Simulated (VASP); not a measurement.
Wanted: the native input for a VASP 6.6.1 run.

- Task: single point
- Functional: PBEsol
- Dispersion: D3(BJ)
- Potentials or basis: VASP PAW PBE potentials, release 64 (Ba_sv)
- Cutoff: 520 eV
- k mesh: 7 × 7 × 7
- Occupations: gaussian, width 0.01 eV
- Spin: non-collinear spin, zero start, spin-orbit coupling
- Starting moments: [[0.0, 0.0, 0.0]] μB
- Dipole correction: no
- Further INCAR settings: ALGO = Normal; EDIFF = 1e-06; NBANDS = 21

The structure of Ba lies in POSCAR:

```
Ba
1.0
    3.6368867978      0.0000000000      0.0000000000
    0.0000000000      3.6368867978      0.0000000000
    0.0000000000      0.0000000000      3.6368867978
Ba
1
Direct
    0.0000000000      0.0000000000      0.0000000000
```

These files were run (other wordings do the same):

INCAR

```
PREC     = Accurate       # precision mode
ENCUT    = 520            # plane-wave cutoff, eV
EDIFF    = 1E-6           # SCF threshold, eV
ISMEAR   = 0              # smearing method
SIGMA    = 0.01           # smearing width, eV
LREAL    = False          # projectors in reciprocal space
LASPH    = True           # aspherical terms in the spheres
NELM     = 150            # most SCF steps
ALGO     = Normal         # electronic algorithm
ISIF     = 2              # what is computed and relaxed
LWAVE    = False          # write WAVECAR
LCHARG   = False          # write CHGCAR
MAGMOM   = 0 0 0          # initial moments
LORBIT   = 11             # projections on sites
LSORBIT  = True           # spin-orbit coupling
GGA_COMPAT= False        
LORBMOM  = True         
GGA      = PS             # functional
IVDW     = 12             # dispersion correction
NBANDS   = 21             # bands
```

KPOINTS

```
Automatic mesh
0
Gamma
  7 7 7
```

Potentials or basis: VASP PAW PBE potentials, release 64 (Ba_sv).

Run with:

```console
$ cat potpaw_PBE.64/Ba_sv/POTCAR > POTCAR
$ mpirun -np 1 vasp_ncl > vasp.out
```

Results of the run:

```json
{
  "Pressure": "0.1 GPa",
  "Net moment": "0.00 μB per cell",
  "Valence electrons inside the program's atomic spheres": "Ba 8.02",
  "Dispersion energy per atom": "-0.332 eV"
}
```

Caveat: the PAW data sets were made with another functional, which shifts forces and pressure a little.

Run time: 24 s on 1 thread of Intel(R) Xeon(R) Platinum 8488C (Sapphire Rapids), with other jobs on the host, peak memory 0.26 GiB.
